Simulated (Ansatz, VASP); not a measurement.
Two plane-wave programs on FeCoC6N6

```
Fe Co C N
1.0
     0.00000    5.11550    5.11550
     5.11550    0.00000    5.11550
     5.11550    5.11550    0.00000
Fe Co C N
1 1 6 6
Direct
  0.00000 0.00000 0.00000
  0.50000 0.50000 0.50000
  0.81058 0.18942 0.18942
  0.18942 0.81058 0.18942
  0.18942 0.18942 0.81058
  0.18942 0.81058 0.81058
  0.81058 0.18942 0.81058
  0.81058 0.81058 0.18942
  0.69622 0.30378 0.30378
  0.30378 0.69622 0.30378
  0.30378 0.30378 0.69622
  0.30378 0.69622 0.69622
  0.69622 0.30378 0.69622
  0.69622 0.69622 0.30378
```

Alike in both runs: task single point; functional PBE; k mesh 4 × 4 × 4; occupations gaussian, width 0.1 eV; collinear spin.

|  | VASP | Ansatz |
| --- | --- | --- |
| version | VASP 6.6.1 | Ansatz 0.2.0 |
| potentials or method | VASP PAW PBE potentials, release 64 (Fe_sv, Co_sv, C, N), cutoff 700 eV | scalar-relativistic, plane waves, PAW |
| valence electrons in the cell | 87 | 87 |

```csv
,VASP,Ansatz,Ansatz less VASP
gap on the k mesh at the Fermi level (eV),none,none,-
pressure (GPa),-5.8,-5.8,-0.08
rms of the force components (eV/Å),0.464,0.332,-0.1319
net moment per atom (μB),0.07,0.07,0.000
size of the moment on the site where the two differ most (μB),0.85,0.80,-0.047
```

Site moments also hang on the region over which each program counts them. Atom by atom the forces differ by 0.197 eV/Å (rms over components). A gap of «none» marks a metal or a gap that the smearing closes. The functional is the same, so the differences come from potentials, cutoffs and numerics.

Noted on VASP's run: the standard files for N, O and F lose accuracy on very short bonds.
